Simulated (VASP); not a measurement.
Set up this calculation in VASP 6.6.1, as the native input.

```
Task                   : relaxation of cell and atoms
Functional             : PBEsol
Potentials or basis    : VASP PAW PBE potentials, release 64 (As)
Cutoff                 : 600 eV
k mesh                 : 9 × 9 × 9
Occupations            : fermi-dirac, width 0.05 eV
Spin                   : no spin polarisation
Target pressure        : 2 GPa
Dipole correction      : no
Further INCAR settings : ALGO = Normal; EDIFF = 1e-06; IBRION = 2; EDIFFG = -0.01; NSW = 60; ISIF = 3
```

The structure of As lies in POSCAR:

```
As
1.0
    1.8807968987      1.0858785957      3.5140619945
   -1.8807968987      1.0858785957      3.5140619945
    0.0000000000     -2.1717571915      3.5140619945
As
2
Direct
    0.2260000000      0.2260000000      0.2260000000
    0.7740000000      0.7740000000      0.7740000000
```

These files were run (other wordings do the same):

INCAR

```
SYSTEM = As
PREC = Accurate
ENCUT = 600
EDIFF = 1E-6
ISMEAR = -1
SIGMA = 0.05
LREAL = .FALSE.
LASPH = .TRUE.
NELM = 60
ALGO = Normal
ISIF = 3
LWAVE = .FALSE.
LCHARG = .FALSE.
GGA = PS
IBRION = 2
NSW = 60
EDIFFG = -0.01
PSTRESS = 20.0
```

KPOINTS

```
Automatic mesh
0
G
  9 9 9
  0 0 0
```

Potentials or basis: VASP PAW PBE potentials, release 64 (As).

Command:

```sh
$ cat potpaw_PBE.64/As/POTCAR > POTCAR
$ mpirun -np 1 vasp_std > vasp.out
```

It gave:

```
Relaxed volume                                         : 20.22 Å³/atom
Relaxed cell                                           : a = 3.946 Å, b = 3.946 Å, c = 3.946 Å, α = 57.00°, β = 57.00°, γ = 57.00°
Space group after relaxing (to 0.05 Å)                 : R-3m (No. 166)
Energy change on relaxing (the enthalpy is what falls) : -6.6 meV/atom
Ionic steps                                            : 10
Pressure after relaxing                                : 2.0 GPa
Largest force after relaxing                           : 0.008 eV/Å
Band gap on the k mesh                                 : 0.04 eV, indirect (least direct gap 0.58 eV)
```

Caveat: the cell is relaxed towards a set pressure, so the enthalpy falls and the energy may rise; the PAW data sets were made with another functional, which shifts forces and pressure a little.

It took 110 s on 1 thread of AMD EPYC 9R45 96-Core Processor (Zen 5), on a shared host, peak memory 0.2 GiB.
